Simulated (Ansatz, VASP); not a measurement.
## Si2C: VASP beside Ansatz

```
Si C
1.0
     3.44078    0.00000    0.00000
    -1.72039    2.97980    0.00000
     0.00000    0.00000    8.42815
Si C
4 2
Direct
  0.33333 0.66667 0.04167
  0.66667 0.33333 0.70833
  0.33333 0.66667 0.29167
  0.66667 0.33333 0.95833
  0.00000 0.00000 0.37500
  0.00000 0.00000 0.62500
```

Alike in both runs: task single point; functional PBE; k mesh 6 × 6 × 2; occupations gaussian, width 0.1 eV; no spin polarisation.

```csv
,VASP,Ansatz
version,VASP 6.6.1,Ansatz 0.2.0
potentials or method,"VASP PAW PBE potentials, release 64 (Si, C), cutoff 520 eV","scalar-relativistic, plane waves, PAW"
valence electrons in the cell,24,24
```

|  | VASP | Ansatz | Ansatz less VASP |
| --- | --- | --- | --- |
| gap on the k mesh at the Fermi level (eV) | 0.68 | 0.67 | -0.003 |
| least direct gap on the mesh (eV) | 2.05 | 2.05 | -0.003 |
| pressure (GPa) | 5.0 | 5.0 | +0.06 |
| traceless stress, the component that is largest in VASP (GPa) | 10.98 | 11.02 | +0.038 |
| rms of the force components (eV/Å) | 2.102 | 2.109 | +0.0076 |

Atom by atom the forces differ by 0.008 eV/Å (rms over components). The functional is the same, so the differences come from potentials, cutoffs and numerics.
